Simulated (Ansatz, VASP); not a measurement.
Two plane-wave programs on Cu3O2

Contents of INCAR:

```
  ALGO = Normal
  EDIFF = 1E-6
  ENCUT = 520
  ISIF = 2
  ISMEAR = 0
  LASPH = T
  LCHARG = F
  LREAL = F
  LWAVE = F
  NBANDS = 30
  NELM = 100
  PREC = Accurate
  SIGMA = 0.15
```

The input KPOINTS:

```
k-points
0
Gamma
  14 14 14
```

POSCAR

```
Cu3O2
1.0
   -1.9159000000      1.9159000000      3.6842000000
    1.9159000000     -1.9159000000      3.6842000000
    1.9159000000      1.9159000000     -3.6842000000
Cu O
3 2
Direct
    0.2500000000      0.7500000000      0.5000000000
    0.7500000000      0.2500000000      0.5000000000
    0.0000000000      0.0000000000      0.0000000000
    0.0000000000      0.5000000000      0.5000000000
    0.5000000000      0.0000000000      0.5000000000
```

Input for Ansatz:

```yaml
crystal:
  lattice:
    - [-1.9159, 1.9159, 3.6842]
    - [1.9159, -1.9159, 3.6842]
    - [1.9159, 1.9159, -3.6842]
  atoms:
    - { symbol: Cu, position: [0.25, 0.75, 0.5] }
    - { symbol: Cu, position: [0.75, 0.25, 0.5] }
    - { symbol: Cu, position: [0.0, 0.0, 0.0] }
    - { symbol: O, position: [0.0, 0.5, 0.5] }
    - { symbol: O, position: [0.5, 0.0, 0.5] }
basis:
  ecutwfc: 520.0
kpoints:
  mp_grid: { grid: [14, 14, 14] }
hamiltonian:
  xc: lda
  pseudopotentials: { kind: paw, azcp: { folder: soft_1 } }
scf:
  occupations: { method: gaussian, width: 0.15 }
output:
  forces: true
  stress: true
  eigenvalues: true
```

Alike in both runs: task single point; functional LDA; k mesh 14 × 14 × 14; occupations gaussian, width 0.15 eV; no spin polarisation.

```csv
,VASP,Ansatz
version,VASP 6.6.1,Ansatz 0.2.0
potentials or method,"VASP PAW LDA potentials, release 64 (Cu, O), cutoff 520 eV","scalar-relativistic, plane waves, PAW"
valence electrons in the cell,45,69
```

```csv
,VASP,Ansatz,Ansatz less VASP
gap on the k mesh at the Fermi level (eV),none,none,-
pressure (GPa),-0.2,-1.4,-1.24
"traceless stress, the component that is largest in VASP (GPa)",-8.62,-9.49,-0.864
```

Ansatz warns that its potentials were made for another functional, while VASP's fit it. LDA's correlation is that of Perdew and Zunger in VASP and of Perdew and Wang (1992) in Ansatz. A gap of «none» marks a metal or a gap that the smearing closes. VASP's potentials hold 45 valence electrons a cell and Ansatz's 69, so a difference there can come from the potentials and not from the codes.
